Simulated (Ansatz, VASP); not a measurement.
# Two plane-wave programs on GeW

INCAR

```
PREC     = Accurate       # precision mode
ENCUT    = 520            # plane-wave cutoff, eV
EDIFF    = 1E-6           # SCF threshold, eV
ISMEAR   = 0              # smearing method
SIGMA    = 0.017          # smearing width, eV
LREAL    = F              # projectors in reciprocal space
LASPH    = T              # aspherical terms in the spheres
NELM     = 80             # most SCF steps
ALGO     = Normal         # electronic algorithm
ISIF     = 2              # what is computed and relaxed
LWAVE    = F              # write WAVECAR
LCHARG   = F              # write CHGCAR
GGA      = PE             # functional
NBANDS   = 21             # bands
```

KPOINTS

```
Automatic mesh
0
Gamma
  9 9 9
```

POSCAR

```
GeW
1.0
    0.0000000000      2.5776100000      2.5776100000
    2.5776100000      0.0000000000      2.5776100000
    2.5776100000      2.5776100000      0.0000000000
Ge W
1 1
Direct
    0.5000000000      0.5000000000      0.5000000000
    0.0000000000      0.0000000000      0.0000000000
```

input.yaml

```yaml
crystal:
  lattice:
    - [0.0, 2.57761, 2.57761]
    - [2.57761, 0.0, 2.57761]
    - [2.57761, 2.57761, 0.0]
  atoms:
    - { symbol: Ge, position: [0.5, 0.5, 0.5] }
    - { symbol: W, position: [0.0, 0.0, 0.0] }
hamiltonian:
  xc: pbe
  pseudopotentials: { kind: paw }
kpoints:
  mp_grid: { grid: [9, 9, 9] }
scf:
  occupations: { method: gaussian, width: 0.017 }
output:
  forces: true
  stress: true
  eigenvalues: true
```

Alike in both runs: task single point; functional PBE; k mesh 9 × 9 × 9; occupations gaussian, width 0.017 eV; no spin polarisation.

|  | VASP | Ansatz |
| --- | --- | --- |
| version | VASP 6.6.1 | Ansatz 0.2.0 |
| potentials or method | VASP PAW PBE potentials, release 64 (Ge_d, W_sv) | Ansatz PAW |
| plane-wave cutoff (eV) | 520 | 420 |
| valence electrons in the cell | 28 | 28 |

|  | VASP | Ansatz | Ansatz less VASP |
| --- | --- | --- | --- |
| gap on the k mesh at the Fermi level (eV) | none | none | - |
| pressure (GPa) | 0.4 | 0.2 | -0.23 |

A gap of «none» marks a metal or a gap that the smearing closes. With one functional, cell and mesh, what is left measures potentials, basis and numerics.

Spin-orbit coupling is off throughout.
